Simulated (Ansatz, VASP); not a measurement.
# One calculation of Ti2Fe2H3, two programs

```xyz
7
Lattice="4.4674 0.0000 0.0000 0.0000 2.7517 0.0000 -0.1705 0.0000 4.8045" Properties=species:S:1:pos:R:3 pbc="T T T"
Fe    1.3025    0.0000    0.8686
Fe    3.3660    0.0000    3.9406
Ti    3.5581    1.3759    1.4700
Ti    1.1535    1.3759    3.3238
H     2.3605    0.0000    2.4291
H     4.1582    1.3759    4.5351
H     2.1071    1.3759    0.2484
```

Alike in both runs: task single point; functional PBE; k mesh 6 × 10 × 6; occupations fermi-dirac, width 0.05 eV; collinear spin, ferromagnetic start.

```csv
,VASP,Ansatz
version,VASP 6.6.1,Ansatz 0.2.0
potentials or method,"VASP PAW PBE potentials, release 64 (Fe, Ti_sv, H)",Ansatz PAW
plane-wave cutoff (eV),520,420
valence electrons in the cell,43,59
```

```tsv
	VASP	Ansatz	Ansatz less VASP
gap on the k mesh at the Fermi level (eV)	none	none	-
pressure (GPa)	-0.4	0.6	+1.08
traceless stress, the component that is largest in VASP (GPa)	-0.99	-1.17	-0.179
rms of the force components (eV/Å)	0.058	0.069	+0.0112
net moment per atom (μB)	0.06	0.00	-0.055
size of the moment on the site where the two differ most (μB)	0.24	0.67	+0.432
```

Site moments also hang on the region over which each program counts them. Atom by atom the forces differ by 0.029 eV/Å (rms over components). A gap of «none» marks a metal or a gap that the smearing closes. VASP's potentials hold 43 valence electrons a cell and Ansatz's 59, so a difference there can come from the potentials and not from the codes.
